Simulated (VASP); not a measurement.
A run of VASP 6.6.1:

The input INCAR:

```
SYSTEM = Cd
PREC     = Accurate       ! precision mode
ENCUT    = 520            ! plane-wave cutoff, eV
EDIFF    = 1E-6           ! SCF threshold, eV
ISMEAR   = -1             ! smearing method
SIGMA    = 0.1            ! smearing width, eV
LREAL    = .FALSE.        ! projectors in reciprocal space
LASPH    = .TRUE.         ! aspherical terms in the spheres
NELM     = 100            ! most SCF steps
ALGO     = Normal         ! electronic algorithm
ISIF     = 2              ! what is computed and relaxed
LWAVE    = .FALSE.        ! write WAVECAR
LCHARG   = .FALSE.        ! write CHGCAR
GGA      = CA             ! functional
NBANDS   = 12             ! bands
```

KPOINTS

```
Automatic mesh
0
G
  15 15 15
  0 0 0
```

File POSCAR:

```
Cd
1.0
   -1.5687339217      1.5687339217      1.5687339217
    1.5687339217     -1.5687339217      1.5687339217
    1.5687339217      1.5687339217     -1.5687339217
Cd
1
Direct
    0.0000000000      0.0000000000      0.0000000000
```

Potentials or basis: VASP PAW LDA potentials, release 64 (Cd).

The run is started by

```console
$ cat potpaw_LDA.64/Cd/POTCAR > POTCAR
$ mpirun -np 1 vasp_std > vasp.out
```

Hardware: 1 thread of Intel(R) Xeon(R) Platinum 8488C (Sapphire Rapids), on a shared host.

Estimate the wall time of this run.

It took 8.8 s on 1 thread of Intel(R) Xeon(R) Platinum 8488C (Sapphire Rapids) (shared host), peak memory 0.13 GiB. Counts: scf iterations 11, k points 120.
